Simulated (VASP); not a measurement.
Input of a VASP 6.6.1 run:

File INCAR:

```
SYSTEM = MoSe
PREC = Accurate
ENCUT = 520
EDIFF = 1E-7
ISMEAR = 0
SIGMA = 0.1
LREAL = .FALSE.
LASPH = .TRUE.
NELM = 150
ALGO = Normal
ISIF = 2
LWAVE = .FALSE.
LCHARG = .FALSE.
ISPIN = 2
MAGMOM = 2 0
LORBIT = 11
LMAXMIX = 4
LDAU = .TRUE.
LDAUTYPE = 2
LDAUL = 2 -1
LDAUU = 4.38 0
LDAUJ = 0 0
LDAUPRINT = 1
GGA = PE
NBANDS = 21
```

File KPOINTS:

```
regular mesh
0
G
  12 12 12
  0 0 0
```

Contents of POSCAR:

```
MoSe
1.0
    3.7337665803      0.0000000000      0.0000000000
    0.0000000000      3.7337665803      0.0000000000
    0.0000000000      0.0000000000      3.7337665803
Mo Se
1 1
Direct
    0.0000000000      0.0000000000      0.0000000000
    0.5000000000      0.5000000000      0.5000000000
```

Potentials or basis: VASP PAW PBE potentials, release 64 (Mo_sv, Se).

The run is started by

```bash
$ cat potpaw_PBE.64/Mo_sv/POTCAR potpaw_PBE.64/Se/POTCAR > POTCAR
$ mpirun -np 1 vasp_std > vasp.out
```

(1) Estimate the pressure.

(2) What does it give for the site moments?

Answers

(1) -9.4 GPa.

(2) Mo +3.82; Se -0.34 μB.

Caveat: the cell stands under tension.
